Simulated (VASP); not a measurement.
# AlN (P6_3mc) in VASP: a series of runs

AlN is run at these levels: SVWN5, PBE+D4; tasks: single point.

All numbers are computed with VASP 6.6.1; they aren't measurements. Logs are shortened: lines on timing, memory, paths and dates and some standing lists are left out, and cuts for length are marked.

**What was measured.**

From “Structural and optical properties of self-assembled AlN nanowires grown on SiO2/Si substrates by molecular beam epitaxy”, 2024, arxiv:2402.00216, for a bulk crystal of AlN at 0 K: band gap 6.0343 eV (an exciton energy, a little under the gap).

From “Self-assembly of well-separated AlN nanowires directly on sputtered metallic TiN films”, 2019, arxiv:1910.07391, for a bulk crystal of AlN at 10 K: band gap 6.034 eV (an exciton energy, a little under the gap).

How close the calculation comes is told below.

## (1) The cell of the first run

The structure is hexagonal, space group P6_3mc (No. 186). The conventional cell has a = 3.092 Å, b = 3.092 Å, c = 4.948 Å, α = 90.00°, β = 90.00°, γ = 120.00°. Al (site symmetry 3m) has 4 N at 1.88 Å within 2.5 Å. N (site symmetry 3m) has 4 Al at 1.88 Å within 2.5 Å.

## (2) Single point, SVWN5

INCAR reads:

```
PREC = Accurate
ENCUT = 520
EDIFF = 1E-6
ISMEAR = -1
SIGMA = 0.05
LREAL = False
LASPH = True
NELM = 60
ALGO = Normal
ISIF = 2
LWAVE = False
LCHARG = False
GGA = VW
NBANDS = 16
```

KPOINTS reads:

```
regular mesh
0
Gamma
  10 10 6
```

POSCAR reads:

```
AlN
1.0
    3.0921067530      0.0000000000      0.0000000000
   -1.5460533765      2.6778429994      0.0000000000
    0.0000000000      0.0000000000      4.9475694625
Al N
2 2
Direct
    0.6666666667      0.3333333333      0.5000000000
    0.3333333333      0.6666666667      0.0000000000
    0.6666666667      0.3333333333      0.8800000000
    0.3333333333      0.6666666667      0.3800000000
```

Potentials or basis: VASP PAW PBE potentials, release 64 (Al, N).

Command:

```console
$ cat potpaw_PBE.64/Al/POTCAR potpaw_PBE.64/N/POTCAR > POTCAR
$ mpirun -np 1 vasp_std > vasp.out
```

OUTCAR:

```text
PREC = Accurate
   ENCUT = 520
   EDIFF = 1E-6
   ISMEAR = -1
   LREAL = False
   LASPH = True
   NELM = 60
   ISIF = 2
   GGA = VW

 ion  position               nearest neighbor table
   1  0.667  0.333  0.500-   3 1.88   4 1.88   4 1.88   4 1.88   2 3.05   2 3.05   2 3.05   2 3.05
                             2 3.05   2 3.05
   2  0.333  0.667  0.000-   4 1.88   3 1.88   3 1.88   3 1.88   1 3.05   1 3.05   1 3.05   1 3.05
                             1 3.05   1 3.05
   3  0.667  0.333  0.880-   1 1.88   2 1.88   2 1.88   2 1.88
   4  0.333  0.667  0.380-   2 1.88   1 1.88   1 1.88   1 1.88

  LATTYP: Found a hexagonal cell.
 ALAT       =     3.0921067530
 C/A-ratio  =     1.6000642467

  Lattice vectors:

 A1 = (   3.0921067530,   0.0000000000,   0.0000000000)
 A2 = (  -1.5460533765,   2.6778429994,   0.0000000000)
 A3 = (   0.0000000000,   0.0000000000,   4.9475694625)

Analysis of symmetry for initial positions (statically):
=====================================================================
 Subroutine PRICEL returns:
 Original cell was already a primitive cell.

 Routine SETGRP: Setting up the symmetry group for a
 hexagonal supercell.

 Subroutine GETGRP returns: Found 12 space group operations
 (whereof  6 operations were pure point group operations)
 out of a pool of 24 trial point group operations.

The static configuration has the point symmetry C_3v.
 The point group associated with its full space group is C_6v.

Analysis of symmetry for dynamics (positions and initial velocities):
=====================================================================
 Subroutine PRICEL returns:
 Original cell was already a primitive cell.

 Routine SETGRP: Setting up the symmetry group for a
 hexagonal supercell.

 Subroutine GETGRP returns: Found 12 space group operations
 (whereof  6 operations were pure point group operations)
 out of a pool of 24 trial point group operations.

The dynamic configuration has the point symmetry C_3v.
 The point group associated with its full space group is C_6v.

 Subroutine INISYM returns: Found 12 space group operations
 (whereof  6 operations are pure point group operations),
 and found     1 'primitive' translations

----------------------------------------------------------------------------------------

                                     Primitive cell

  volume of cell :      40.9667

  direct lattice vectors                    reciprocal lattice vectors
     3.092106753  0.000000000  0.000000000     0.323404099  0.186717444  0.000000000
    -1.546053376  2.677842999  0.000000000     0.000000000  0.373434888  0.000000000
     0.000000000  0.000000000  4.947569462     0.000000000  0.000000000  0.202119446

  length of vectors
     3.092106753  3.092106753  4.947569462     0.373434888  0.373434888  0.202119446

  position of ions in fractional coordinates (direct lattice)
     0.666666667  0.333333333  0.500000000
     0.333333333  0.666666667  0.000000000
     0.666666667  0.333333333  0.880000000
     0.333333333  0.666666667  0.380000000

  ion indices of the primitive-cell ions
   primitive index   ion index
                 1           1
                 2           2
                 3           3
                 4           4

----------------------------------------------------------------------------------------

 KPOINTS: regular mesh

Automatic generation of k-mesh.
 Grid dimensions read from file:
 generate k-points for:   10   10    6

 Generating k-lattice:

  Cartesian coordinates                     Fractional coordinates (reciprocal lattice)
     0.032340410  0.018671744  0.000000000     0.100000000 -0.000000000  0.000000000
     0.000000000  0.037343489  0.000000000     0.000000000  0.100000000  0.000000000
     0.000000000  0.000000000  0.033686574     0.000000000  0.000000000  0.166666667

  Length of vectors
     0.037343489  0.037343489  0.033686574

  Shift w.r.t. Gamma in fractional coordinates (k-lattice)
     0.000000000  0.000000000  0.000000000

 Subroutine IBZKPT returns following result:
 ===========================================

 Found     56 irreducible k-points:

 Following reciprocal coordinates:
            Coordinates               Weight
  0.000000  0.000000  0.000000      1.000000
  0.100000  0.000000  0.000000      6.000000
  0.200000  0.000000  0.000000      6.000000
  0.300000  0.000000  0.000000      6.000000
  0.400000  0.000000  0.000000      6.000000
  0.500000  0.000000  0.000000      3.000000
[... 16 lines left out ...]
  0.300000  0.100000  0.166667     24.000000
  0.400000  0.100000  0.166667     24.000000
 [... further k-points ...]
   k-points           NKPTS =     56   k-points in BZ     NKDIM =     56   number of bands    NBANDS=     16
   number of dos      NEDOS =    301   number of ions     NIONS =      4
   total plane-waves  NPLWV =  23040
   dimension x,y,z NGX =    24 NGY =   24 NGZ =   40
   dimension x,y,z NGXF=    48 NGYF=   48 NGZF=   80
   ions per type =               2   2
   NGX,Y,Z   is equivalent  to a cutoff of  12.90, 12.90, 13.44 a.u.
   NGXF,Y,Z  is equivalent  to a cutoff of  25.81, 25.81, 26.88 a.u.
 SYSTEM =  unknown system
   PREC   = accura    normal or accurate (medium, high low for compatibility)
   ISTART =      0    job   : 0-new  1-cont  2-samecut
   ICHARG =      2    charge: 1-file 2-atom 10-const
   ISPIN  =      1    spin polarized calculation?
   LNONCOLLINEAR =      F non collinear calculations
   LSORBIT =      F    spin-orbit coupling
   LASPH  =      T    aspherical Exc in radial PAW
   ENCUT  =  520.0 eV  38.22 Ry    6.18 a.u.   5.75  5.75  9.20*2*pi/ulx,y,z
   NELM   =     60;   NELMIN=  2; NELMDL= -5     # of ELM steps
   EDIFF  = 0.1E-05   stopping-criterion for ELM
   LREAL  =      F    real-space projection
   EDIFFG = 0.1E-04   stopping-criterion for IOM
   NSW    =      0    number of steps for IOM
   IBRION =     -1    ionic relax: 0-MD 1-quasi-New 2-CG
   NFREE  =      0    steps in history (QN), initial steepest desc. (CG)
   ISIF   =      2    stress and relaxation
   ISYM   =      2    0-nonsym 1-usesym 2-fastsym
   POTIM  = 0.5000    time-step for ionic-motion
   TEBEG  =    0.0;   TEEND  =   0.0 temperature during run
   PSTRESS=    0.0 pullay stress
   NELECT =      16.0000    total number of electrons
   NUPDOWN=      -1.0000    fix difference up-down
   EMIN   =  10.00;   EMAX   =-10.00  energy-range for DOS
   EFERMI =   0.00;   METHOD = LEGACY
   ISMEAR =    -1;   SIGMA  =   0.05  broadening in eV -4-tet -1-fermi 0-gaus
   EFERMI_NEDOS =   21; number of points for ismear=-14 and -15
   IALGO  =     38    algorithm
   IMIX   =      4    mixing-type and parameters
     AMIX     =   0.40;   BMIX     =  1.00
     AMIX_MAG =   1.60;   BMIX_MAG =  1.00
  volume/ion in A,a.u.               =      10.24        69.11
  Fermi-wavevector in a.u.,A,eV,Ry     =   1.196661  2.261361 19.483497  1.431997
  Thomas-Fermi vector in A             =   2.332595
   LORBIT       =      0    0 simple, 1 ext, 2 COOP (PROOUT), +10 PAW based schemes
   GGA     = VW    functional components
   LHFCALC =     F    Hartree Fock is set to
   AEXX    =    0.0000 exact exchange contribution
   IVDW    =     0    specifies the selected vdW correction
   LEPSILON=     F    determine dielectric tensor
   LRPA    =     F    only Hartree local field effects (RPA)
 non-spin polarized calculation
  energy-cutoff  :      520.00
  volume of cell :       40.97
 maximum number of plane-waves:      1124
 NGX is ok and might be reduce to    24
   NGX = 11   NGY = 11   NGZ = 19

 number of electron      15.9999996 magnetization

 Free energy of the ion-electron system (eV)
  ---------------------------------------------------
  ext. energy  EPLUGINS =         0.00000000
  ---------------------------------------------------
  free energy    TOTEN  =       -32.81840364 eV

  energy without entropy =      -32.81840364  energy(sigma->0) =      -32.81840364

 E-fermi :   6.9859     XC(G=0): -11.3193

 val. band max:        6.0416187398   @ k =   0.0000   0.0000   0.0000
 cond. band min:      10.4582145005   @ k =   0.0000   0.0000   0.0000
 fundamental gap:      4.4165957607
 Fermi energy:         6.9859158228

 k-point     1 :       0.0000    0.0000    0.0000
  band No.  band energies     occupation
      1      -9.0925      2.00000
      2      -6.8063      2.00000
      3      -0.0785      2.00000
      4       5.1964      2.00000
      5       5.1964      2.00000
      6       5.8587      2.00000
[... 8 lines left out ...]
     15      19.2082      0.00000
     16      19.2082      0.00000

 k-point     2 :       0.1000    0.0000    0.0000
  band No.  band energies     occupation
      1      -8.9596      2.00000
      2      -6.7303      2.00000
      3       0.0758      2.00000
      4       4.6029      2.00000
      5       5.0269      2.00000
      6       5.2962      2.00000
[... 8 lines left out ...]
     15      19.1680      0.00000
     16      19.2441      0.00000

 k-point     3 :       0.2000    0.0000    0.0000
  band No.  band energies     occupation
      1      -8.5774      2.00000
      2      -6.5316      2.00000
      3       0.5272      2.00000
      4       3.2674      2.00000
      5       4.1797      2.00000
      6       4.6608      2.00000
[... 8 lines left out ...]
     15      18.3114      0.00000
     16      18.7717      0.00000

 k-point     4 :       0.3000    0.0000    0.0000
  band No.  band energies     occupation
      1      -8.0019      2.00000
      2      -6.3062      2.00000
      3       1.2334      2.00000
      4       1.8770      2.00000
      5       3.0397      2.00000
      6       4.2891      2.00000
[... 8 lines left out ...]
     15      18.1677      0.00000
     16      20.0242      0.00000

 k-point     5 :       0.4000    0.0000    0.0000
  band No.  band energies     occupation
      1      -7.3650      2.00000
      2      -6.2112      2.00000
      3       0.8666      2.00000
      4       2.0636      2.00000
      5       2.1907      2.00000
      6       4.0274      2.00000
[... 8 lines left out ...]
     15      18.5269      0.00000
     16      21.1520      0.00000

 k-point     6 :       0.5000    0.0000    0.0000
  band No.  band energies     occupation
      1      -7.0068      2.00000
      2      -6.2667      2.00000
      3       0.5019      2.00000
      4       1.8307      2.00000
      5       2.6304      2.00000
      6       3.9343      2.00000
[... 8 lines left out ...]
     15      18.8994      0.00000
     16      21.2487      0.00000
[... 267 lines left out ...]
 k-point    21 :       0.1000    0.1000    0.1667
  band No.  band energies     occupation
      1      -8.5961      2.00000
      2      -6.7927      2.00000
      3       0.6934      2.00000
      4       3.9587      2.00000
      5       3.9955      2.00000
      6       4.9023      2.00000
[... 8 lines left out ...]
     15      18.5654      0.00000
     16      19.4063      0.00000

 k-point    22 :       0.2000    0.1000    0.1667
  band No.  band energies     occupation
      1      -8.1232      2.00000
      2      -6.5396      2.00000
      3       1.0906      2.00000
      4       2.7165      2.00000
      5       3.1790      2.00000
      6       4.3821      2.00000
[... 8 lines left out ...]
     15      18.4911      0.00000
     16      19.7856      0.00000

 k-point    23 :       0.3000    0.1000    0.1667
  band No.  band energies     occupation
      1      -7.5209      2.00000
      2      -6.3182      2.00000
      3       1.0536      2.00000
      4       1.9435      2.00000
      5       2.6813      2.00000
      6       3.8937      2.00000
[... 8 lines left out ...]
     15      18.4802      0.00000
     16      20.5024      0.00000

 k-point    24 :       0.4000    0.1000    0.1667
  band No.  band energies     occupation
      1      -6.9892      2.00000
      2      -6.2776      2.00000
      3       0.5363      2.00000
      4       1.5861      2.00000
      5       2.9174      2.00000
      6       3.7234      2.00000
[... 8 lines left out ...]
     15      18.6974      0.00000
     16      21.0008      0.00000

 [... further k-points ...]

------------------------ aborting loop because EDIFF is reached ----------------------------------------

  FORCE on cell =-STRESS in cart. coord.  units (eV):
  Direction    XX          YY          ZZ          XY          YZ          ZX
  --------------------------------------------------------------------------------------
  -------------------------------------------------------------------------------------
  Total       -0.0880305     -0.0880305      0.3156473      0.0000000      0.0000000      0.0000000
  in kB       -3.4428027     -3.4428027     12.3447164      0.0000000      0.0000000      0.0000000
  external PRESSURE =       1.8197037 kB  Pullay stress =       0.0000000 kB

 VOLUME and BASIS-vectors are now :
 -----------------------------------------------------------------------------
  energy-cutoff  :      520.00
  volume of cell :       40.97
      direct lattice vectors                 reciprocal lattice vectors
     3.092106753  0.000000000  0.000000000     0.323404099  0.186717444  0.000000000
    -1.546053376  2.677842999  0.000000000     0.000000000  0.373434888  0.000000000
     0.000000000  0.000000000  4.947569462     0.000000000  0.000000000  0.202119446

 POSITION                                       TOTAL-FORCE (eV/Angst)
 -----------------------------------------------------------------------------------
      1.54605      0.89261      2.47378        -0.000000     -0.000000     -0.136060
     -0.00000      1.78523      0.00000         0.000000      0.000000     -0.136060
      1.54605      0.89261      4.35386        -0.000000      0.000000      0.136060
     -0.00000      1.78523      1.88008         0.000000     -0.000000      0.136060
 -----------------------------------------------------------------------------------
    total drift:                               -0.000000      0.000000     -0.000603

  FREE ENERGIE OF THE ION-ELECTRON SYSTEM (eV)
  ---------------------------------------------------
  free  energy   TOTEN  =       -32.8184036435 eV

  energy  without entropy=      -32.8184036434  energy(sigma->0) =      -32.81840364
```

It took 15 s on 1 thread of Intel Xeon 6975P-C (Granite Rapids), shared host; peak memory 0.15 GiB.

What came out:

```
Free energy            : -32.8184 eV
Pressure               : 0.2 GPa
Largest force          : 0.136 eV/Å
Band gap on the k mesh : 4.42 eV, direct
```

Forces in eV/Å, atoms in the order of the input:
```
Al   0.000  0.000 -0.136
Al   0.000  0.000 -0.136
N    0.000  0.000  0.136
N    0.000  0.000  0.136
```

Caveat: the PAW data sets were made with another functional, which shifts forces and pressure a little.

## (3) Single point, PBE+D4

This run uses another cell than the first one, of 10.45 Å³/atom, 1.020 times its volume.

INCAR reads:

```
SYSTEM = AlN
  PREC = Accurate
  ENCUT = 520
  EDIFF = 1E-6
  ISMEAR = -1
  SIGMA = 0.05
  LREAL = .FALSE.
  LASPH = .TRUE.
  NELM = 60
  ALGO = Normal
  ISIF = 2
  LWAVE = .FALSE.
  LCHARG = .TRUE.
  GGA = PE
  IVDW = 13
  LELF = .TRUE.
  LVHAR = .TRUE.
  NBANDS = 16
```

KPOINTS reads:

```
Automatic mesh
0
G
  10 10 6
  0 0 0
```

POSCAR reads:

```
AlN
1.0
    3.1130000000      0.0000000000      0.0000000000
   -1.5565000000      2.6959370820      0.0000000000
    0.0000000000      0.0000000000      4.9810000000
Al N
2 2
Direct
    0.6666666667      0.3333333333      0.5000000000
    0.3333333333      0.6666666667      0.0000000000
    0.6666666667      0.3333333333      0.8800000000
    0.3333333333      0.6666666667      0.3800000000
```

Potentials or basis: VASP PAW PBE potentials, release 64 (Al, N).

Command:

```console
$ cat potpaw_PBE.64/Al/POTCAR potpaw_PBE.64/N/POTCAR > POTCAR
$ mpirun -np 1 vasp_std > vasp.out
```

Run time: 21 s. Hardware: 1 thread of Intel Xeon 6975P-C (Granite Rapids), shared host; peak memory 0.16 GiB.

Results (log left out):

```
Free energy                : -30.9968 eV
Pressure                   : -1.2 GPa
Largest force              : 0.128 eV/Å
Band gap on the k mesh     : 4.22 eV, direct
Dispersion energy per atom : -0.306 eV
```

Forces in eV/Å, atoms in the order of the input:
```
Al   0.000  0.000 -0.128
Al   0.000  0.000 -0.128
N    0.000  0.000  0.128
N    0.000  0.000  0.128
```

Stress tensor (GPa, compression positive):
```
-1.79  0.00  0.00
 0.00 -1.79  0.00
 0.00  0.00 -0.07
```

Levels at points of the mesh, in eV from the valence-band top:
| k point | band 4 | band 5 | band 6 | band 7 | band 8 | band 9 | band 10 | band 11 | band 12 | band 13 |
| --- | --- | --- | --- | --- | --- | --- | --- | --- | --- | --- |
| (0.00, 0.00, 0.00) | -0.83 | -0.83 | -0.18 | -0.18 | 0.00 | 4.22 | 6.66 | 10.62 | 11.17 | 11.17 |
| (0.50, 0.00, 0.00) | -4.13 | -3.33 | -2.06 | -1.77 | -0.66 | 5.82 | 5.83 | 8.20 | 10.30 | 10.91 |
| (0.00, 0.00, 0.50) | -3.31 | -0.51 | -0.51 | -0.51 | -0.51 | 6.47 | 6.47 | 10.34 | 10.34 | 11.48 |
| (0.50, 0.00, 0.50) | -5.57 | -1.43 | -1.43 | -1.35 | -1.35 | 5.33 | 5.33 | 9.29 | 9.29 | 11.83 |

## (4) Comparison with measurements

Step 2. Against the measured gap of AlN, 6.0343 eV (an exciton energy, a little under the gap; 0 K; quoted in “Structural and optical properties of self-assembled AlN nanowires grown on SiO2/Si substrates by molecular beam epitaxy”, 2024, arxiv:2402.00216), the calculated 4.42 eV is off by -1.62 eV. 2 values of this kind are on record (6.034 to 6.0343 eV); this one was drawn at random. The value is that of SVWN5 on a finite k mesh, which can miss the band edges, without temperature or zero-point motion.

Step 3. A measured gap of AlN is 6.034 eV (an exciton energy, a little under the gap; 10 K; quoted in “Self-assembly of well-separated AlN nanowires directly on sputtered metallic TiN films”, 2019, arxiv:1910.07391); the calculated 4.22 eV misses it by -1.81 eV. 2 values of this kind are on record (6.034 to 6.0343 eV); this one was drawn at random. The value is that of PBE+D4 on a finite k mesh, which can miss the band edges, without temperature or zero-point motion. Semilocal functionals fall short of measured gaps as a rule.
